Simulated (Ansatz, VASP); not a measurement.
**Two plane-wave programs on Zr2AlN3**

File INCAR:

```
SYSTEM = Zr2AlN3
PREC     = Accurate       ! precision mode
ENCUT    = 520            ! plane-wave cutoff, eV
EDIFF    = 1E-6           ! SCF threshold, eV
ISMEAR   = 0              ! smearing method
SIGMA    = 0.1            ! smearing width, eV
LREAL    = .FALSE.        ! projectors in reciprocal space
LASPH    = .TRUE.         ! aspherical terms in the spheres
NELM     = 150            ! most SCF steps
ALGO     = Normal         ! electronic algorithm
ISIF     = 2              ! what is computed and relaxed
LWAVE    = .FALSE.        ! write WAVECAR
LCHARG   = .FALSE.        ! write CHGCAR
ISPIN    = 2              ! spin polarisation
MAGMOM   = 1 1 1 1 0 0 0 0 0 0 0 0 ! initial moments
LORBIT   = 11             ! projections on sites
LMAXMIX  = 4              ! l up to which the mixer works
GGA      = PE             ! functional
NBANDS   = 58             ! bands
```

The input KPOINTS:

```
Automatic mesh
0
G
  6 6 1
  0 0 0
```

File POSCAR:

```
Zr2AlN3
1.0
    3.4023249821      0.0000000000      0.0000000000
   -1.7011624911      2.9464998664      0.0000000000
    0.0000000000      0.0000000000     16.6394274964
Zr Al N
4 2 6
Direct
    0.3333333333      0.6666666667      0.0042365663
    0.3333333333      0.6666666667      0.3299103127
    0.6666666667      0.3333333333      0.5042365663
    0.6666666667      0.3333333333      0.8299103127
    0.3333333333      0.6666666667      0.6664413423
    0.6666666667      0.3333333333      0.1664413423
    0.3333333333      0.6666666667      0.1386072408
    0.3333333333      0.6666666667      0.4602895150
    0.3333333333      0.6666666667      0.7805150230
    0.6666666667      0.3333333333      0.2805150230
    0.6666666667      0.3333333333      0.6386072408
    0.6666666667      0.3333333333      0.9602895150
```

Input for Ansatz:

```yaml
crystal:
  lattice:
    - [3.4023249821, 0.0, 0.0]
    - [-1.7011624911, 2.9464998664, 0.0]
    - [0.0, 0.0, 16.6394274964]
  atoms:
    - { symbol: Zr, position: [0.3333333333, 0.6666666667, 0.0042365663], spin: 1.0 }
    - { symbol: Zr, position: [0.3333333333, 0.6666666667, 0.3299103127], spin: 1.0 }
    - { symbol: Zr, position: [0.6666666667, 0.3333333333, 0.5042365663], spin: 1.0 }
    - { symbol: Zr, position: [0.6666666667, 0.3333333333, 0.8299103127], spin: 1.0 }
    - { symbol: Al, position: [0.3333333333, 0.6666666667, 0.6664413423] }
    - { symbol: Al, position: [0.6666666667, 0.3333333333, 0.1664413423] }
    - { symbol: "N", position: [0.3333333333, 0.6666666667, 0.1386072408] }
    - { symbol: "N", position: [0.3333333333, 0.6666666667, 0.460289515] }
    - { symbol: "N", position: [0.3333333333, 0.6666666667, 0.780515023] }
    - { symbol: "N", position: [0.6666666667, 0.3333333333, 0.280515023] }
    - { symbol: "N", position: [0.6666666667, 0.3333333333, 0.6386072408] }
    - { symbol: "N", position: [0.6666666667, 0.3333333333, 0.960289515] }
basis:
  ecutwfc: 420
kpoints:
  mp_grid: { grid: [6, 6, 1] }
hamiltonian:
  xc: pbe
scf:
  occupations: { method: gaussian, width: 0.1 }
  lower_state_search: "off"
output:
  forces: true
  stress: true
  eigenvalues: true
  populations: true
magnetization:
  spin_polarized: true
```

Alike in both runs: task single point; functional PBE; k mesh 6 × 6 × 1; occupations gaussian, width 0.1 eV; collinear spin.

|  | VASP | Ansatz |
| --- | --- | --- |
| version | VASP 6.6.1 | Ansatz 0.2.0 |
| potentials or method | VASP PAW PBE potentials, release 64 (Zr_sv, Al, N), cutoff 520 eV | scalar-relativistic, plane waves, PAW |
| valence electrons in the cell | 84 | 84 |

VASP gave:

```
gap on the k mesh at the Fermi level (eV)                     : none
pressure (GPa)                                                : 0.2
traceless stress, the component that is largest in VASP (GPa) : 0.21
rms of the force components (eV/Å)                            : 0.016
net moment per atom (μB)                                      : 0.03
size of the moment on the site where the two differ most (μB) : 0.09
```

Task: What did Ansatz give for the same quantities?

Result: gap on the k mesh at the Fermi level (eV): none; pressure (GPa): 0.1; traceless stress, the component that is largest in VASP (GPa): 0.21; rms of the force components (eV/Å): 0.013; net moment per atom (μB): 0.03; size of the moment on the site where the two differ most (μB): 0.05.

Site moments also hang on the region over which each program counts them. Atom by atom the forces differ by 0.007 eV/Å (rms over components). A gap of «none» marks a metal or a gap that the smearing closes. Ansatz's warnings: seeded moment not kept.

The k mesh is coarse, so the values compare programs but aren't converged.
